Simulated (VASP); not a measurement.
Write the native input for VASP 6.6.1 that does the following.

```yaml
Task: single point
Functional: PBEsol
Potentials_or_basis: VASP PAW PBE potentials, release 64 (B, N)
Cutoff: 520 eV
k_mesh: 10 × 10 × 10
Occupations: gaussian, width 0.01 eV
Spin: no spin polarisation
Dipole_correction: no
Further_INCAR_settings: ALGO = Normal; EDIFF = 1e-07; NBANDS = 11
```

The structure of BN (Qingsongite) lies in POSCAR:

```
BN
1.0
    0.0000000000      1.8312856224      1.8312856224
    1.8312856224      0.0000000000      1.8312856224
    1.8312856224      1.8312856224      0.0000000000
B N
1 1
Direct
    0.0000000000      0.0000000000      0.0000000000
    0.2500000000      0.2500000000      0.2500000000
```

One way to write it, as run:

INCAR

```
PREC     = Accurate       # precision mode
ENCUT    = 520            # plane-wave cutoff, eV
EDIFF    = 1E-7           # SCF threshold, eV
ISMEAR   = 0              # smearing method
SIGMA    = 0.01           # smearing width, eV
LREAL    = False          # projectors in reciprocal space
LASPH    = True           # aspherical terms in the spheres
NELM     = 60             # most SCF steps
ALGO     = Normal         # electronic algorithm
ISIF     = 2              # what is computed and relaxed
LWAVE    = False          # write WAVECAR
LCHARG   = True           # write CHGCAR
GGA      = PS             # functional
LELF     = True           # ELF
LVHAR    = True         
NBANDS   = 11             # bands
```

KPOINTS

```
Automatic mesh
0
Gamma
  10 10 10
```

Potentials or basis: VASP PAW PBE potentials, release 64 (B, N).

Launch:

```sh
$ cat potpaw_PBE.64/B/POTCAR potpaw_PBE.64/N/POTCAR > POTCAR
$ mpirun -np 1 vasp_std > vasp.out
```

It gave:

| Quantity | Value |
| --- | --- |
| Pressure | -16.2 GPa |
| Band gap on the k mesh | 4.23 eV, indirect (least direct gap 8.58 eV) |

Caveat: the PAW data sets were made with another functional, which shifts forces and pressure a little.

Run time: 11 s on 1 thread of AMD EPYC 7R13 Processor (Zen 3), with other jobs on the host, peak memory 0.09 GiB.
